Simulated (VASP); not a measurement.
# SnO2 (I4_1/amd) in VASP: single point with LDA

Aim: the single point of SnO2 with LDA.

Program: VASP 6.6.1. These are calculated values, not measurements. Logs are shortened: lines on timing, memory, paths and dates and some standing lists are left out, and cuts for length are marked.

**1. The cell of the first run**

Symmetry: I4_1/amd, No. 141, tetragonal system. The conventional cell has a = 4.290 Å, b = 4.290 Å, c = 10.588 Å, α = 90.00°, β = 90.00°, γ = 90.00°. Sn (site symmetry -4m2) has 6 O at 2.15 to 2.20 Å within 2.8 Å. O (site symmetry 2mm) has 3 Sn at 2.15 to 2.20 Å and 2 O at 2.71 Å within 2.8 Å.

**2. Single point, LDA (strain +0.080 along x and y, +0.040 along z)**

INCAR

```
ALGO     = Normal         # electronic algorithm
EDIFF    = 1E-7           # SCF threshold, eV
ENCUT    = 520            # plane-wave cutoff, eV
GGA      = CA             # functional
ISIF     = 2              # what is computed and relaxed
ISMEAR   = 0              # smearing method
LASPH    = T              # aspherical terms in the spheres
LCHARG   = F              # write CHGCAR
LREAL    = F              # projectors in reciprocal space
LWAVE    = F              # write WAVECAR
NBANDS   = 35             # bands
NELM     = 60             # most SCF steps
PREC     = Accurate       # precision mode
SIGMA    = 0.05           # smearing width, eV
```

KPOINTS

```
k-points
0
Gamma
  10 10 10
```

POSCAR

```
SnO2
1.0
   -2.1450020794      2.1450020794      5.2937745019
    2.1450020794     -2.1450020794      5.2937745019
    2.1450020794      2.1450020794     -5.2937745019
Sn O
2 4
Direct
    0.7500000000      0.2500000000      0.5000000000
    0.0000000000      0.0000000000      0.0000000000
    0.7969975834      0.7969975834      0.0000000000
    0.9530024166      0.4530024166      0.5000000000
    0.2030024166      0.2030024166      0.0000000000
    0.5469975834      0.0469975834      0.5000000000
```

Potentials or basis: VASP PAW LDA potentials, release 64 (Sn_d, O).

The run is started by

```bash
> cat potpaw_LDA.64/Sn_d/POTCAR potpaw_LDA.64/O/POTCAR > POTCAR
> mpirun -np 1 vasp_std > vasp.out
```

OUTCAR:

```text
EDIFF = 1E-7
   ENCUT = 520
   GGA = CA
   ISIF = 2
   ISMEAR = 0
   LASPH = T
   LREAL = F
   NELM = 60
   PREC = Accurate

 ion  position               nearest neighbor table
   1  0.750  0.250  0.500-   4 2.15   6 2.15   5 2.20   3 2.20   3 2.20   5 2.20   2 3.41   2 3.41
                             2 3.41   2 3.41
   2  0.000  0.000  0.000-   3 2.15   5 2.15   4 2.20   6 2.20   6 2.20   4 2.20   1 3.41   1 3.41
                             1 3.41   1 3.41
   3  0.797  0.797  0.000-   2 2.15   1 2.20   1 2.20
   4  0.953  0.453  0.500-   1 2.15   2 2.20   2 2.20
   5  0.203  0.203  0.000-   2 2.15   1 2.20   1 2.20
   6  0.547  0.047  0.500-   1 2.15   2 2.20   2 2.20

  LATTYP: Found a body centered tetragonal cell.
 ALAT       =     4.2900041588
 C/A-ratio  =     2.4679577483

  Lattice vectors:

 A1 = (  -2.1450020794,   2.1450020794,   5.2937745019)
 A2 = (   2.1450020794,  -2.1450020794,   5.2937745019)
 A3 = (   2.1450020794,   2.1450020794,  -5.2937745019)

Analysis of symmetry for initial positions (statically):
=====================================================================
 Subroutine PRICEL returns:
 Original cell was already a primitive cell.

 Routine SETGRP: Setting up the symmetry group for a
 body centered tetragonal supercell.

 Subroutine GETGRP returns: Found 16 space group operations
 (whereof  8 operations were pure point group operations)
 out of a pool of 16 trial point group operations.

The static configuration has the point symmetry D_2d.
 The point group associated with its full space group is D_4h.

Analysis of symmetry for dynamics (positions and initial velocities):
=====================================================================
 Subroutine PRICEL returns:
 Original cell was already a primitive cell.

 Routine SETGRP: Setting up the symmetry group for a
 body centered tetragonal supercell.

 Subroutine GETGRP returns: Found 16 space group operations
 (whereof  8 operations were pure point group operations)
 out of a pool of 16 trial point group operations.

The dynamic configuration has the point symmetry D_2d.
 The point group associated with its full space group is D_4h.

 Subroutine INISYM returns: Found 16 space group operations
 (whereof  8 operations are pure point group operations),
 and found     1 'primitive' translations

----------------------------------------------------------------------------------------

                                     Primitive cell

  volume of cell :      97.4273

  direct lattice vectors                    reciprocal lattice vectors
    -2.145002079  2.145002079  5.293774502     0.000000000  0.233100007  0.094450566
     2.145002079 -2.145002079  5.293774502     0.233100007  0.000000000  0.094450566
     2.145002079  2.145002079 -5.293774502     0.233100007  0.233100007  0.000000000

  length of vectors
     6.101320867  6.101320867  6.101320867     0.251508495  0.251508495  0.329653191

  position of ions in fractional coordinates (direct lattice)
     0.750000000  0.250000000  0.500000000
     0.000000000  0.000000000  0.000000000
     0.796997583  0.796997583  0.000000000
     0.953002417  0.453002417  0.500000000
     0.203002417  0.203002417  0.000000000
     0.546997583  0.046997583  0.500000000

  ion indices of the primitive-cell ions
   primitive index   ion index
                 1           1
                 2           2
                 3           3
                 4           4
                 5           5
                 6           6

----------------------------------------------------------------------------------------

 KPOINTS: k-points

Automatic generation of k-mesh.
 Grid dimensions read from file:
 generate k-points for:   10   10   10

 Generating k-lattice:

  Cartesian coordinates                     Fractional coordinates (reciprocal lattice)
     0.000000000  0.023310001  0.009445057     0.100000000  0.000000000  0.000000000
     0.023310001  0.000000000  0.009445057     0.000000000  0.100000000  0.000000000
     0.023310001  0.023310001  0.000000000     0.000000000  0.000000000  0.100000000

  Length of vectors
     0.025150849  0.025150849  0.032965319

  Shift w.r.t. Gamma in fractional coordinates (k-lattice)
     0.000000000  0.000000000  0.000000000

 Subroutine IBZKPT returns following result:
 ===========================================

 Found    102 irreducible k-points:

 Following reciprocal coordinates:
            Coordinates               Weight
  0.000000  0.000000  0.000000      1.000000
  0.100000  0.000000  0.000000      8.000000
  0.200000  0.000000  0.000000      8.000000
  0.300000 -0.000000  0.000000      8.000000
  0.400000 -0.000000  0.000000      8.000000
  0.500000  0.000000  0.000000      4.000000
[... 16 lines left out ...]
  0.300000  0.300000  0.000000      8.000000
  0.400000  0.300000  0.000000     16.000000
 [... further k-points ...]
   k-points           NKPTS =    102   k-points in BZ     NKDIM =    102   number of bands    NBANDS=     35
   number of dos      NEDOS =    301   number of ions     NIONS =      6
   total plane-waves  NPLWV = 110592
   dimension x,y,z NGX =    48 NGY =   48 NGZ =   48
   dimension x,y,z NGXF=    96 NGYF=   96 NGZF=   96
   ions per type =               2   4
   NGX,Y,Z   is equivalent  to a cutoff of  13.08, 13.08, 13.08 a.u.
   NGXF,Y,Z  is equivalent  to a cutoff of  26.16, 26.16, 26.16 a.u.
 SYSTEM =  unknown system
   PREC   = accura    normal or accurate (medium, high low for compatibility)
   ISTART =      0    job   : 0-new  1-cont  2-samecut
   ICHARG =      2    charge: 1-file 2-atom 10-const
   ISPIN  =      1    spin polarized calculation?
   LNONCOLLINEAR =      F non collinear calculations
   LSORBIT =      F    spin-orbit coupling
   LASPH  =      T    aspherical Exc in radial PAW
   ENCUT  =  520.0 eV  38.22 Ry    6.18 a.u.  11.34 11.34 11.34*2*pi/ulx,y,z
   NELM   =     60;   NELMIN=  2; NELMDL= -5     # of ELM steps
   EDIFF  = 0.1E-06   stopping-criterion for ELM
   LREAL  =      F    real-space projection
   EDIFFG = 0.1E-05   stopping-criterion for IOM
   NSW    =      0    number of steps for IOM
   IBRION =     -1    ionic relax: 0-MD 1-quasi-New 2-CG
   NFREE  =      0    steps in history (QN), initial steepest desc. (CG)
   ISIF   =      2    stress and relaxation
   ISYM   =      2    0-nonsym 1-usesym 2-fastsym
   POTIM  = 0.5000    time-step for ionic-motion
   TEBEG  =    0.0;   TEEND  =   0.0 temperature during run
   PSTRESS=    0.0 pullay stress
   NELECT =      52.0000    total number of electrons
   NUPDOWN=      -1.0000    fix difference up-down
   EMIN   =  10.00;   EMAX   =-10.00  energy-range for DOS
   EFERMI =   0.00;   METHOD = LEGACY
   ISMEAR =     0;   SIGMA  =   0.05  broadening in eV -4-tet -1-fermi 0-gaus
   EFERMI_NEDOS =   21; number of points for ismear=-14 and -15
   IALGO  =     38    algorithm
   IMIX   =      4    mixing-type and parameters
     AMIX     =   0.40;   BMIX     =  1.00
     AMIX_MAG =   1.60;   BMIX_MAG =  1.00
  volume/ion in A,a.u.               =      16.24       109.58
  Fermi-wavevector in a.u.,A,eV,Ry     =   1.327952  2.509465 23.993277  1.763456
  Thomas-Fermi vector in A             =   2.457226
   LORBIT       =      0    0 simple, 1 ext, 2 COOP (PROOUT), +10 PAW based schemes
   GGA     = CA    functional components
   LHFCALC =     F    Hartree Fock is set to
   AEXX    =    0.0000 exact exchange contribution
   IVDW    =     0    specifies the selected vdW correction
   LEPSILON=     F    determine dielectric tensor
   LRPA    =     F    only Hartree local field effects (RPA)
 non-spin polarized calculation
 Gauss-broadening in eV      SIGMA  =   0.05
  energy-cutoff  :      520.00
  volume of cell :       97.43
 maximum number of plane-waves:      2646
 NGX is ok and might be reduce to    48
   NGX = 23   NGY = 23   NGZ = 23

 number of electron      52.0000000 magnetization

 Free energy of the ion-electron system (eV)
  ---------------------------------------------------
  ext. energy  EPLUGINS =         0.00000000
  ---------------------------------------------------
  free energy    TOTEN  =       -40.41500988 eV

  energy without entropy =      -40.41500615  energy(sigma->0) =      -40.41500801

 E-fermi :   2.2404     XC(G=0): -10.0264

 val. band max:        2.1253882678   @ k =  -0.4000   0.4000   0.0000
 cond. band min:       2.3254372064   @ k =   0.0000   0.0000   0.0000
 fundamental gap:      0.2000489386
 Fermi energy:         2.2404372548

 k-point     1 :       0.0000    0.0000    0.0000
  band No.  band energies     occupation
      1     -18.2225      2.00000
      2     -18.1488      2.00000
      3     -18.0943      2.00000
      4     -17.8546      2.00000
      5     -17.8003      2.00000
      6     -17.8003      2.00000
[... 27 lines left out ...]
     34      12.3907      0.00000
     35      12.3907      0.00000

 k-point     2 :       0.1000    0.0000    0.0000
  band No.  band energies     occupation
      1     -18.2271      2.00000
      2     -18.1271      2.00000
      3     -18.0896      2.00000
      4     -17.8554      2.00000
      5     -17.8019      2.00000
      6     -17.7984      2.00000
[... 27 lines left out ...]
     34      12.1594      0.00000
     35      12.2772      0.00000

 k-point     3 :       0.2000    0.0000    0.0000
  band No.  band energies     occupation
      1     -18.2314      2.00000
      2     -18.0939      2.00000
      3     -18.0607      2.00000
      4     -17.8573      2.00000
      5     -17.8058      2.00000
      6     -17.7930      2.00000
[... 27 lines left out ...]
     34      11.9792      0.00000
     35      12.0182      0.00000

 k-point     4 :       0.3000   -0.0000    0.0000
  band No.  band energies     occupation
      1     -18.2326      2.00000
      2     -18.0773      2.00000
      3     -18.0041      2.00000
      4     -17.8593      2.00000
      5     -17.8101      2.00000
      6     -17.7854      2.00000
[... 27 lines left out ...]
     34      11.7650      0.00000
     35      12.4952      0.00000

 k-point     5 :       0.4000   -0.0000    0.0000
  band No.  band energies     occupation
      1     -18.2329      2.00000
      2     -18.0648      2.00000
      3     -17.9584      2.00000
      4     -17.8600      2.00000
      5     -17.8133      2.00000
      6     -17.7777      2.00000
[... 638 lines left out ...]
 k-point    22 :      -0.2000    0.2000    0.0000
  band No.  band energies     occupation
      1     -18.1871      2.00000
      2     -18.0703      2.00000
      3     -18.0179      2.00000
      4     -17.8967      2.00000
      5     -17.8022      2.00000
      6     -17.7868      2.00000
[... 27 lines left out ...]
     34      11.4851      0.00000
     35      12.2849      0.00000

 k-point    23 :       0.3000    0.3000    0.0000
  band No.  band energies     occupation
      1     -18.1684      2.00000
      2     -18.0874      2.00000
      3     -17.9197      2.00000
      4     -17.8480      2.00000
      5     -17.7978      2.00000
      6     -17.7663      2.00000
[... 27 lines left out ...]
     34      11.9746      0.00000
     35      13.2868      0.00000

 k-point    24 :       0.4000    0.3000    0.0000
  band No.  band energies     occupation
      1     -18.1409      2.00000
      2     -18.0663      2.00000
      3     -17.9030      2.00000
      4     -17.8558      2.00000
      5     -17.7945      2.00000
      6     -17.7673      2.00000
[... 27 lines left out ...]
     34      12.0751      0.00000
     35      13.3178      0.00000

 [... further k-points ...]
[... 5 lines left out ...]
  --------------------------------------------------------------------------------------
  -------------------------------------------------------------------------------------
  Total      -12.5740991    -12.5740991    -13.7885670      0.0000000     -0.0000000      0.0000000
  in kB     -206.7790793   -206.7790793   -226.7508131      0.0000000     -0.0000000      0.0000000
  external PRESSURE =    -213.4363239 kB  Pullay stress =       0.0000000 kB

 VOLUME and BASIS-vectors are now :
 -----------------------------------------------------------------------------
  energy-cutoff  :      520.00
  volume of cell :       97.43
      direct lattice vectors                 reciprocal lattice vectors
    -2.145002079  2.145002079  5.293774502     0.000000000  0.233100007  0.094450566
     2.145002079 -2.145002079  5.293774502     0.233100007  0.000000000  0.094450566
     2.145002079  2.145002079 -5.293774502     0.233100007  0.233100007  0.000000000

 POSITION                                       TOTAL-FORCE (eV/Angst)
 -----------------------------------------------------------------------------------
      0.00000      2.14500      2.64689         0.000000      0.000000     -0.000000
      0.00000      0.00000      0.00000         0.000000      0.000000     -0.000000
      0.00000      0.00000      8.43825        -0.000000      0.000000      0.746497
      0.00000      2.14500      4.79619         0.000000     -0.000000     -0.746497
      0.00000      0.00000      2.14930        -0.000000      0.000000     -0.746497
      0.00000      2.14500      0.49759         0.000000     -0.000000      0.746497
 -----------------------------------------------------------------------------------
    total drift:                               -0.000000     -0.000000      0.000000

  FREE ENERGIE OF THE ION-ELECTRON SYSTEM (eV)
  ---------------------------------------------------
  free  energy   TOTEN  =       -40.4150098766 eV

  energy  without entropy=      -40.4150061456  energy(sigma->0) =      -40.41500801
```

It took 9.1 min on 1 thread of Intel Xeon 6975P-C, shared host; peak memory 0.44 GiB.

Results:

```yaml
Free_energy: -40.4150 eV
Pressure: -21.3 GPa
Largest_force: 0.746 eV/Å
Band_gap_on_the_k_mesh: 0.20 eV, indirect (least direct gap 0.48 eV)
```

Forces in eV/Å, atoms in the order of the input:
```
Sn   0.000  0.000  0.000
Sn   0.000  0.000  0.000
O    0.000  0.000  0.746
O    0.000  0.000 -0.746
O    0.000  0.000 -0.746
O    0.000  0.000  0.746
```

Levels at points of the mesh, in eV from the valence-band top:
```csv
k point,band 22,band 23,band 24,band 25,band 26,band 27,band 28,band 29,band 30,band 31
"(0.00, 0.00, 0.00)",-1.21,-0.58,-0.58,-0.28,-0.28,0.20,3.87,8.47,8.75,8.90
"(0.50, 0.00, 0.00)",-1.07,-0.63,-0.61,-0.52,-0.46,3.17,4.42,6.67,7.05,8.89
"(0.50, 0.50, 0.00)",-1.08,-0.81,-0.81,-0.07,-0.07,5.20,5.20,6.28,6.28,7.03
"(0.50, 0.50, 0.50)",-2.38,-0.86,-0.86,-0.21,-0.21,2.66,2.66,6.99,6.99,9.89
```

Caveat: the cell differs from its parent crystal (strain +0.080 along x and y, +0.040 along z); spin-orbit coupling is left out, which moves the levels of the heavy elements. A k mesh can miss the band edges.
